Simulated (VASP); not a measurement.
Write the native input for VASP 6.6.1 that does the following.

```
Task                   : single point
Functional             : PBE
Potentials or basis    : VASP PAW PBE potentials, release 64 (Rb_sv, Sr_sv)
Cutoff                 : 520 eV
k mesh                 : 12 × 12 × 12
Occupations            : gaussian, width 0.1 eV
Spin                   : no spin polarisation
Dipole correction      : no
Further INCAR settings : ALGO = Normal; EDIFF = 1e-06; NBANDS = 16
```

The structure of RbSr lies in POSCAR:

```
RbSr
1.0
    0.0000000000      4.3090408819      4.3090408819
    4.3090408819      0.0000000000      4.3090408819
    4.3090408819      4.3090408819      0.0000000000
Rb Sr
1 1
Direct
    0.0000000000      0.0000000000      0.0000000000
    0.5000000000      0.5000000000      0.5000000000
```

The cell was built from a structure type or drawn by symmetry, and may not be a known phase.

These files were run (other wordings do the same):

INCAR

```
PREC     = Accurate       # precision mode
ENCUT    = 520            # plane-wave cutoff, eV
EDIFF    = 1E-6           # SCF threshold, eV
ISMEAR   = 0              # smearing method
SIGMA    = 0.1            # smearing width, eV
LREAL    = False          # projectors in reciprocal space
LASPH    = True           # aspherical terms in the spheres
NELM     = 100            # most SCF steps
ALGO     = Normal         # electronic algorithm
ISIF     = 2              # what is computed and relaxed
LWAVE    = False          # write WAVECAR
LCHARG   = True           # write CHGCAR
GGA      = PE             # functional
LELF     = True           # ELF
LVHAR    = True         
NBANDS   = 16             # bands
```

KPOINTS

```
Automatic mesh
0
Gamma
  12 12 12
```

Potentials or basis: VASP PAW PBE potentials, release 64 (Rb_sv, Sr_sv).

Run with:

```console
$ cat potpaw_PBE.64/Rb_sv/POTCAR potpaw_PBE.64/Sr_sv/POTCAR > POTCAR
$ mpirun -np 1 vasp_std > vasp.out
```

Results of the run:

The pressure is 0.0 GPa and the band gap on the k mesh is zero (an odd number of electrons rules out a gap without spin polarisation).

Run time: 4.2 min on 1 thread of Intel(R) Xeon(R) Platinum 8375C CPU @ 2.90GHz (Ice Lake), on a shared host, peak memory 0.44 GiB.
